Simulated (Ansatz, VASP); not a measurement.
**One calculation of Mg, two programs**

Contents of INCAR:

```
SYSTEM = Mg
PREC = Accurate ; ENCUT = 520
EDIFF = 1E-6 ; ISMEAR = -1
SIGMA = 0.1 ; LREAL = .FALSE.
LASPH = .TRUE. ; NELM = 60
ALGO = Normal ; ISIF = 2
LWAVE = .FALSE. ; LCHARG = .FALSE.
GGA = RE ; NBANDS = 9
```

KPOINTS

```
Automatic mesh
0
G
  18 18 10
  0 0 0
```

File POSCAR:

```
Mg
1.0
    3.1354208678      0.0000000000      0.0000000000
   -1.5677104339      2.7153541231      0.0000000000
    0.0000000000      0.0000000000      5.0907394285
Mg
2
Direct
    0.3333333333      0.6666666667      0.2500000000
    0.6666666667      0.3333333333      0.7500000000
```

Input for Ansatz:

```yaml
crystal:
  lattice:
    - [3.1354208687, 0.0, 0.0]
    - [-1.5677104343, 2.7153541238, 0.0]
    - [0.0, 0.0, 5.0907394286]
  atoms:
    - { symbol: Mg, position: [0.3333333333, 0.6666666667, 0.25] }
    - { symbol: Mg, position: [0.6666666667, 0.3333333333, 0.75] }
hamiltonian:
  xc: revpbe
  pseudopotentials:
    kind: paw
    azcp:
      Mg: "pseudopotentials/Mg.paw.azcp"
basis:
  ecutwfc: 420
  fft_grid_basis: typed
kpoints:
  mp_grid: { grid: [18, 18, 10], shift: [0, 0, 0] }
magnetization:
  spin_polarized: false
scf:
  occupations: { method: fermi_dirac, width: 0.1 }
output:
  stress: true
```

Alike in both runs: task single point; functional revPBE; k mesh 18 × 18 × 10; occupations fermi-dirac, width 0.1 eV; no spin polarisation.

```csv
,VASP,Ansatz
version,VASP 6.6.1,Ansatz 0.2.0
potentials or method,"VASP PAW PBE potentials, release 64 (Mg), cutoff 520 eV","plane waves (420 eV) with PAW, scalar-relativistic"
valence electrons in the cell,4,20
```

VASP gave:

```
pressure (GPa)                                                : 3.3
traceless stress, the component that is largest in VASP (GPa) : -0.11
```

Which values does Ansatz return?

Pressure (GPa): 3.4; traceless stress, the component that is largest in VASP (GPa): -0.11.

VASP's potentials were made for PBE, not for revPBE. VASP's potentials hold 4 valence electrons a cell and Ansatz's 20, so a difference there can come from the potentials and not from the codes.
